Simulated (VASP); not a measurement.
# Ca (P6_3/mmc) in VASP: further runs, part 2 of 2

VASP 6.6.1.

## Step 4: Single point, PBEsol

This run uses another cell than the first one, of 48.30 Å³/atom.

INCAR reads:

```
ALGO = Normal
EDIFF = 1E-6
ENCUT = 520
GGA = PS
ISIF = 2
ISMEAR = 1
LASPH = T
LCHARG = F
LREAL = F
LWAVE = F
NBANDS = 17
NELM = 80
PREC = Accurate
SIGMA = 0.1
```

KPOINTS reads:

```
k-points
0
Gamma
  8 8 5
```

POSCAR reads:

```
Ca
1.0
    4.0834225607      0.0000000000      0.0000000000
   -2.0417112803      3.5363475621      0.0000000000
    0.0000000000      0.0000000000      6.6894259034
Ca
2
Direct
    0.3333333333      0.6666666667      0.2500000000
    0.6666666667      0.3333333333      0.7500000000
```

Potentials or basis: VASP PAW PBE potentials, release 64 (Ca_sv).

Launch:

```sh
$ cat potpaw_PBE.64/Ca_sv/POTCAR > POTCAR
$ mpirun -np 1 vasp_std > vasp.out
```

OUTCAR:

```text
EDIFF = 1E-6
   ENCUT = 520
   GGA = PS
   ISIF = 2
   ISMEAR = 1
   LASPH = T
   LREAL = F
   NELM = 80
   PREC = Accurate

 ion  position               nearest neighbor table
   1  0.333  0.667  0.250-
   2  0.667  0.333  0.750-

  LATTYP: Found a hexagonal cell.
 ALAT       =     4.0834225607
 C/A-ratio  =     1.6381909548

  Lattice vectors:

 A1 = (   4.0834225607,   0.0000000000,   0.0000000000)
 A2 = (  -2.0417112803,   3.5363475621,   0.0000000000)
 A3 = (   0.0000000000,   0.0000000000,   6.6894259034)

Analysis of symmetry for initial positions (statically):
=====================================================================
 Subroutine PRICEL returns:
 Original cell was already a primitive cell.

 Routine SETGRP: Setting up the symmetry group for a
 hexagonal supercell.

 Subroutine GETGRP returns: Found 24 space group operations
 (whereof 12 operations were pure point group operations)
 out of a pool of 24 trial point group operations.

The static configuration has the point symmetry D_3d.
[... 159 lines left out ...]
  free energy    TOTEN  =        -4.14912436 eV

  energy without entropy =       -4.15027950  energy(sigma->0) =       -4.14950941

 E-fermi :   1.4663     XC(G=0):  -7.3947

 val. band max:        1.4550872482   @ k =   0.5000   0.0000   0.4000
 cond. band min:       1.4844983989   @ k =   0.2500   0.1250   0.0000
 fundamental gap:      0.0294111507
 Fermi energy:         1.4663011372

 k-point     1 :       0.0000    0.0000    0.0000
  band No.  band energies     occupation
      1     -40.7701      2.00000
      2     -40.7630      2.00000
      3     -21.8507      2.00000
      4     -21.7870      2.00000
      5     -21.7870      2.00000
      6     -21.7751      2.00000
[... 457 lines left out ...]
      4     -21.8428      2.00000
      5     -21.7983      2.00000
      6     -21.7974      2.00000
[... 9 lines left out ...]
     16       4.1967      0.00000
     17       4.6947      0.00000

 [... further k-points ...]

------------------------ aborting loop because EDIFF is reached ----------------------------------------

  FORCE on cell =-STRESS in cart. coord.  units (eV):
  Direction    XX          YY          ZZ          XY          YZ          ZX
  --------------------------------------------------------------------------------------
  -------------------------------------------------------------------------------------
  Total       -1.3992603     -1.3992602     -1.3632080     -0.0000000      0.0000000      0.0000000
  in kB      -23.2081745    -23.2081731    -22.6102100     -0.0000000      0.0000000      0.0000000
  external PRESSURE =     -23.0088525 kB  Pullay stress =       0.0000000 kB

 VOLUME and BASIS-vectors are now :
 -----------------------------------------------------------------------------
  energy-cutoff  :      520.00
  volume of cell :       96.60
      direct lattice vectors                 reciprocal lattice vectors
     4.083422561  0.000000000  0.000000000     0.244892608  0.141388817  0.000000000
    -2.041711280  3.536347562  0.000000000     0.000000000  0.282777635  0.000000000
     0.000000000  0.000000000  6.689425903     0.000000000  0.000000000  0.149489659

 POSITION                                       TOTAL-FORCE (eV/Angst)
 -----------------------------------------------------------------------------------
     -0.00000      2.35757      1.67236        -0.000000      0.000000      0.000000
      2.04171      1.17878      5.01707         0.000000     -0.000000     -0.000000
 -----------------------------------------------------------------------------------
    total drift:                               -0.000000      0.000000     -0.000000

  FREE ENERGIE OF THE ION-ELECTRON SYSTEM (eV)
  ---------------------------------------------------
  free  energy   TOTEN  =        -4.1491243636 eV

  energy  without entropy=       -4.1502795040  energy(sigma->0) =       -4.14950941
```

OSZICAR:

```text
N       E                     dE             d eps       ncg     rms          rms(c)
DAV:   1     0.168432687453E+03    0.16843E+03   -0.99724E+03  1020   0.104E+03
DAV:   2     0.474282909418E+01   -0.16369E+03   -0.16211E+03  1176   0.311E+02
DAV:   3    -0.387213334922E+01   -0.86150E+01   -0.85441E+01  1983   0.514E+01
DAV:   4    -0.413942898708E+01   -0.26730E+00   -0.26702E+00  1364   0.981E+00
DAV:   5    -0.415075305038E+01   -0.11324E-01   -0.11323E-01  1684   0.135E+00    0.331E+00
DAV:   6    -0.414984262239E+01    0.91043E-03   -0.15491E-02  1408   0.129E+00    0.199E+00
DAV:   7    -0.414931584501E+01    0.52678E-03   -0.27958E-02  1247   0.187E+00    0.101E-01
DAV:   8    -0.414909653679E+01    0.21931E-03   -0.20880E-03  1927   0.298E-01    0.407E-02
DAV:   9    -0.414912541642E+01   -0.28880E-04   -0.14353E-04  1448   0.849E-02    0.208E-02
DAV:  10    -0.414912542132E+01   -0.48940E-08   -0.14588E-05  1430   0.314E-02    0.392E-03
DAV:  11    -0.414912394615E+01    0.14752E-05   -0.62521E-07  1160   0.858E-03    0.278E-03
DAV:  12    -0.414912436362E+01   -0.41747E-06   -0.96698E-08  1094   0.255E-03
   1 F= -.41491244E+01 E0= -.41495094E+01  d E =0.115514E-02
```

stdout:

```text
POSCAR found type information on POSCAR Ca
 POSCAR found :  1 types and       2 ions
 scaLAPACK will be used
 -----------------------------------------------------------------------------
|                                                                             |
|                                                                             |
|     You enforced a specific xc type in the INCAR file but a different       |
|     I HOPE YOU KNOW WHAT YOU ARE DOING!                                     |
|                                                                             |
 -----------------------------------------------------------------------------

 LDA part: xc-table for (Slater+PW92), standard interpolation
 POSCAR, INCAR and KPOINTS ok, starting setup
 FFT: planning ... GRIDC
 FFT: planning ... GRID_SOFT
 FFT: planning ... GRID
 WAVECAR not read
 entering main loop
```

It took 41 s on 1 thread of Intel Xeon Platinum 8488C (Sapphire Rapids), shared host; peak memory 0.2 GiB.

What came out:

```
Free energy            : -4.1491 eV
Pressure               : -2.3 GPa
Band gap on the k mesh : zero (bands 10 and 11 overlap by 0.54 eV)
```

Caveat: the PAW data sets were made with another functional, which shifts forces and pressure a little.

## Step 5: Single point, PBEsol

This run uses another cell than the first one, of 50.09 Å³/atom.

INCAR reads:

```
PREC = Accurate
ENCUT = 520
EDIFF = 1E-7
ISMEAR = 1
SIGMA = 0.1
LREAL = F
LASPH = T
NELM = 80
ALGO = Normal
ISIF = 2
LWAVE = F
LCHARG = F
GGA = PS
NBANDS = 17
```

KPOINTS reads:

```
Automatic mesh
0
Gamma
  8 8 5
```

POSCAR reads:

```
Ca
1.0
    4.1332253051      0.0000000000      0.0000000000
   -2.0666126525      3.5794780026      0.0000000000
    0.0000000000      0.0000000000      6.7710123088
Ca
2
Direct
    0.3333333333      0.6666666667      0.2500000000
    0.6666666667      0.3333333333      0.7500000000
```

Launch:

```sh
$ cat potpaw_PBE.64/Ca_sv/POTCAR > POTCAR
$ mpirun -np 1 vasp_std > vasp.out
```

Wall time 41 s (1 thread of Intel Xeon Platinum 8488C (Sapphire Rapids), shared host); peak memory 0.23 GiB.

Results (log left out):

```
Free energy            : -4.0946 eV
Pressure               : -2.6 GPa
Band gap on the k mesh : zero (bands 10 and 11 overlap by 0.55 eV)
```

Levels at points of the mesh, in eV from the Fermi level:
| k point | band 6 | band 7 | band 8 | band 9 | band 10 | band 11 | band 12 | band 13 | band 14 | band 15 |
| --- | --- | --- | --- | --- | --- | --- | --- | --- | --- | --- |
| (0.00, 0.00, 0.00) | -23.33 | -23.33 | -23.32 | -3.80 | -1.03 | -0.32 | 1.99 | 2.01 | 2.01 | 2.26 |
| (0.50, 0.00, 0.00) | -23.36 | -23.34 | -23.34 | -1.14 | -0.74 | 0.27 | 0.39 | 1.17 | 1.63 | 1.95 |

Caveat: the PAW data sets were made with another functional, which shifts forces and pressure a little.

## Step 6: Summary

```tsv
cell	gap on the mesh (eV)	pressure (GPa)
a = 3.980, b = 3.980, c = 6.520 Å, angles 90.0, 90.0, 120.0°, 2 atoms	none	-1.4
a = 4.032, b = 4.032, c = 6.606 Å, angles 90.0, 90.0, 120.0°, 2 atoms	none	-1.9
a = 4.083, b = 4.083, c = 6.689 Å, angles 90.0, 90.0, 120.0°, 2 atoms	none	-2.3
a = 4.133, b = 4.133, c = 6.771 Å, angles 90.0, 90.0, 120.0°, 2 atoms	none	-2.6
```

Alike in all rows: task single point; level PBEsol; potentials or basis VASP PAW PBE potentials, release 64 (Ca_sv); no spin polarisation; k mesh 8 × 8 × 5; cutoff (eV) 520; smearing methfessel-paxton 0.1 eV.

Caveats: the PAW data sets were made with another functional, which shifts forces and pressure a little.

Total energies depend on the potentials used, so only differences within one code and one set of settings carry meaning.

The gap in the log of VASP goes by the Fermi energy; the results here count the filled bands.